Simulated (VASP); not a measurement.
## Os: relaxation of cell and atoms with PBE+D4

The system is Os.

```
CELL_PARAMETERS angstrom
0.00000 1.94500 1.94500
1.94500 0.00000 1.94500
1.94500 1.94500 0.00000
ATOMIC_POSITIONS crystal
Os 0.00000 0.00000 0.00000
```

```json
{
  "Program": "VASP 6.6.1",
  "Task": "relaxation of cell and atoms",
  "Functional": "PBE",
  "Dispersion": "D4",
  "Potentials or basis": "VASP PAW PBE potentials, release 64 (Os)",
  "Cutoff": "600 eV",
  "k mesh": "12 × 12 × 12",
  "Occupations": "fermi-dirac, width 0.05 eV",
  "Spin": "no spin polarisation",
  "Dipole correction": "no",
  "Further INCAR settings": "ALGO = Normal; EDIFF = 1e-07; IBRION = 2; EDIFFG = -0.01; NSW = 60; ISIF = 3"
}
```

```json
{
 "Relaxed volume": "14.07 Å³/atom",
 "Relaxed cell": "a = 2.710 Å, b = 2.710 Å, c = 2.710 Å, α = 60.00°, β = 60.00°, γ = 60.00°",
 "Space group after relaxing (to 0.05 Å)": "Fm-3m (No. 225)",
 "Energy gained by relaxing": "35.6 meV/atom",
 "Ionic steps": "5",
 "Pressure after relaxing": "0.0 GPa",
 "Band gap on the k mesh": "zero (band 4 reaches 11.67 eV, above the bottom of band 5 at 7.87 eV)",
 "Dispersion energy per atom": "-0.697 eV"
}
```

The path:
| step | energy change (eV) | largest force (eV/Å) | pressure (GPa) | volume (Å³) |
| --- | --- | --- | --- | --- |
| 1 | 0.0000 | 0.0000 | -16.91 | 14.72 |
| 2 | 0.7557 | 0.0000 | 125.63 | 11.65 |
| 3 | -0.0354 | 0.0000 | -1.58 | 14.12 |
| 4 | -0.0357 | 0.0000 | -0.42 | 14.09 |
| 5 | -0.0356 | 0.0000 | 0.00 | 14.07 |

Final structure:
```
CELL_PARAMETERS angstrom
0.00000 1.91616 1.91616
1.91616 0.00000 1.91616
1.91616 1.91616 0.00000
ATOMIC_POSITIONS crystal
Os 0.00000 0.00000 0.00000
```

Levels at points of the mesh, in eV from the Fermi level:
```csv
k point,band 1,band 2,band 3,band 4,band 5,band 6,band 7,band 8
"(0.00, 0.00, 0.00)",-10.85,-3.05,-3.05,-3.05,-0.02,-0.02,14.17,19.97
"(0.50, 0.00, 0.00)",-7.73,-3.21,-3.21,-0.30,2.38,2.38,8.88,13.71
"(0.50, 0.50, 0.00)",-7.62,-6.91,2.27,2.33,3.06,3.06,12.17,12.17
```

It took 67 s on 1 thread of AMD EPYC 7R13 (shared host), peak memory 0.12 GiB.

Caveat: spin-orbit coupling is left out, which moves the levels of the heavy elements; pairwise dispersion overbinds metals, which lowers pressure and volume.
